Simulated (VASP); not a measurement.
A run of VASP 6.6.1:

INCAR

```
PREC = Accurate
ENCUT = 600
EDIFF = 1E-6
ISMEAR = 0
SIGMA = 0.1
LREAL = False
LASPH = True
NELM = 80
ALGO = Normal
ISIF = 3
LWAVE = False
LCHARG = False
GGA = PE
IBRION = 2
NSW = 90
EDIFFG = -0.04
```

The input KPOINTS:

```
regular mesh
0
Gamma
  4 4 4
```

Contents of POSCAR:

```
Bi2Mo
1.0
    0.0000000000      3.3565895300      3.3565895300
    3.3565895300      0.0000000000      3.3565895300
    3.3565895300      3.3565895300      0.0000000000
Bi Mo
2 1
Direct
    0.7500000000      0.7500000000      0.7500000000
    0.2500000000      0.2500000000      0.2500000000
    0.0000000000      0.0000000000      0.0000000000
```

Potentials or basis: VASP PAW PBE potentials, release 64 (Bi_d, Mo_sv).

Command:

```bash
$ cat potpaw_PBE.64/Bi_d/POTCAR potpaw_PBE.64/Mo_sv/POTCAR > POTCAR
$ mpirun -np 1 vasp_std > vasp.out
```

Hardware: 1 thread of Intel(R) Xeon(R) 6975P-C (Granite Rapids) (shared host).

Problem. Estimate the wall time of this run.

Solution. It took 45 s on 1 thread of Intel(R) Xeon(R) 6975P-C (Granite Rapids), on a shared host, peak memory 0.24 GiB. Counts: scf iterations 39, k points 8, ion steps 3.
